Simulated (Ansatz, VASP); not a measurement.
## AlN in VASP and in Ansatz

File POSCAR:

```
AlN
1.0
    3.1130000000      0.0000000000      0.0000000000
   -1.5565000000      2.6959370820      0.0000000000
    0.0000000000      0.0000000000      4.9810000000
Al N
2 2
Direct
    0.6666666667      0.3333333333      0.5000000000
    0.3333333333      0.6666666667      0.0000000000
    0.6666666667      0.3333333333      0.8800000000
    0.3333333333      0.6666666667      0.3800000000
```

File INCAR.step1:

```
SYSTEM = AlN
PREC     = Accurate       ! precision mode
ENCUT    = 520            ! plane-wave cutoff, eV
EDIFF    = 1E-5           ! SCF threshold, eV
ISMEAR   = -1             ! smearing method
SIGMA    = 0.05           ! smearing width, eV
LREAL    = .False.        ! projectors in reciprocal space
LASPH    = .True.         ! aspherical terms in the spheres
NELM     = 60             ! most SCF steps
ALGO     = Normal         ! electronic algorithm
ISIF     = 2              ! what is computed and relaxed
LWAVE    = .True.         ! write WAVECAR
NBANDS   = 16             ! bands
GGA      = PE             ! functional
```

Contents of INCAR.step2:

```
SYSTEM = AlN
PREC     = Accurate       ! precision mode
ENCUT    = 520            ! plane-wave cutoff, eV
EDIFF    = 1E-6           ! SCF threshold, eV
ISMEAR   = -1             ! smearing method
SIGMA    = 0.05           ! smearing width, eV
LREAL    = .False.        ! projectors in reciprocal space
LASPH    = .True.         ! aspherical terms in the spheres
NELM     = 60             ! most SCF steps
ALGO     = Normal         ! electronic algorithm
ISIF     = 2              ! what is computed and relaxed
LWAVE    = .False.        ! write WAVECAR
LCHARG   = .True.         ! write CHGCAR
GGA      = PS             ! functional
LHFCALC  = .True.         ! exact exchange
AEXX     = 0.25           ! exact-exchange fraction
PRECFOCK = Normal       
LELF     = .True.         ! ELF
LVHAR    = .True.       
NBANDS   = 16             ! bands
ISTART   = 1
```

File KPOINTS:

```
regular mesh
0
Gamma
  5 5 3
  0 0 0
```

input.yaml

```yaml
crystal:
  lattice:
    - [3.113, 0.0, 0.0]
    - [-1.5565, 2.695937082, 0.0]
    - [0.0, 0.0, 4.981]
  atoms:
    - { symbol: Al, position: [0.6666666667, 0.3333333333, 0.5] }
    - { symbol: Al, position: [0.3333333333, 0.6666666667, 0.0] }
    - { symbol: "N", position: [0.6666666667, 0.3333333333, 0.88] }
    - { symbol: "N", position: [0.3333333333, 0.6666666667, 0.38] }
hamiltonian:
  xc: { exchange: pbesol, correlation: pbesol, exx: { coeff: 0.25 } }
  pseudopotentials: { kind: paw }
kpoints:
  mp_grid: { grid: [5, 5, 3] }
  band_path:
    path:
      - [[0.0, 0.0, 0.0], [0.5, 0.0, 0.0], [0.3333333333, 0.3333333333, 0.0], [0.0, 0.0, 0.0], [0.0, 0.0, 0.5], [0.5, 0.0, 0.5], [0.3333333333, 0.3333333333, 0.5], [0.0, 0.0, 0.5]]
      - [[0.5, 0.0, 0.5], [0.5, 0.0, 0.0]]
      - [[0.3333333333, 0.3333333333, 0.0], [0.3333333333, 0.3333333333, 0.5]]
    npoints: 4
scf:
  occupations: { method: fermi_dirac, width: 0.05 }
  n_extra_bands: 10
output:
  forces: true
  stress: true
  eigenvalues: true
  fatbands: false
```

Alike in both runs: functional PBEsol-based global hybrid with a share of 0.25 of exact exchange; k mesh 5 × 5 × 3; occupations fermi-dirac, width 0.05 eV; no spin polarisation.

|  | VASP | Ansatz |
| --- | --- | --- |
| version | VASP 6.6.1 | Ansatz 0.2.0 |
| potentials or method | VASP PAW PBE potentials, release 64 (Al, N) | Ansatz PAW |
| plane-wave cutoff (eV) | 520 | 420 |
| valence electrons in the cell | 16 | 16 |
| task | single point | band structure |

```tsv
	VASP	Ansatz	Ansatz less VASP
gap on the k mesh at the Fermi level (eV)	6.28	6.26	-0.024
least direct gap on the mesh (eV)	6.28	6.26	-0.024
pressure (GPa)	-4.0	-4.1	-0.08
traceless stress, the component that is largest in VASP (GPa)	0.99	0.92	-0.074
rms of the force components (eV/Å)	0.076	0.076	+0.0005
```

VASP's potentials were made for PBE, not for PBEsol-based global hybrid. Atom by atom the forces differ by 0.000 eV/Å (rms over components).

The k mesh is coarse, so the values compare programs but aren't converged.
